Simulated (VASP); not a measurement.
A run of VASP 6.6.1 is set up as follows.

INCAR

```
SYSTEM = Tl
ALGO = Fast ; EDIFF = 1E-7
ENCUT = 520 ; GGA = PS
ISIF = 2 ; ISMEAR = 0
LASPH = .TRUE. ; LCHARG = .TRUE.
LELF = .TRUE. ; LREAL = .FALSE.
LVHAR = .TRUE. ; LWAVE = .FALSE.
NBANDS = 12 ; NELM = 80
PREC = Accurate ; SIGMA = 0.15
```

KPOINTS

```
k-points
0
G
  18 18 18
  0 0 0
```

Contents of POSCAR:

```
Tl
1.0
   -2.0380500000      2.0380500000      1.9410000000
    2.0380500000     -2.0380500000      1.9410000000
    2.0380500000      2.0380500000     -1.9410000000
Tl
1
Direct
    0.0000000000      0.0000000000      0.0000000000
```

Potentials or basis: VASP PAW PBE potentials, release 64 (Tl_d).

Run with:

```console
$ cat potpaw_PBE.64/Tl_d/POTCAR > POTCAR
$ mpirun -np 1 vasp_std > vasp.out
```

What does it give for the band gap on the k mesh?

Zero (an odd number of electrons rules out a gap without spin polarisation).

Estimate the pressure.

-3.2 GPa.

Stress tensor (GPa, compression positive):
```
-3.30  0.00  0.00
 0.00 -3.30  0.00
 0.00  0.00 -3.09
```

Caveat: the cell differs from its parent crystal (strain +0.050 along x and y, +0.000 along z); the cell stands under tension; the PAW data sets were made with another functional, which shifts forces and pressure a little; spin-orbit coupling is left out, which moves the levels of the heavy elements.
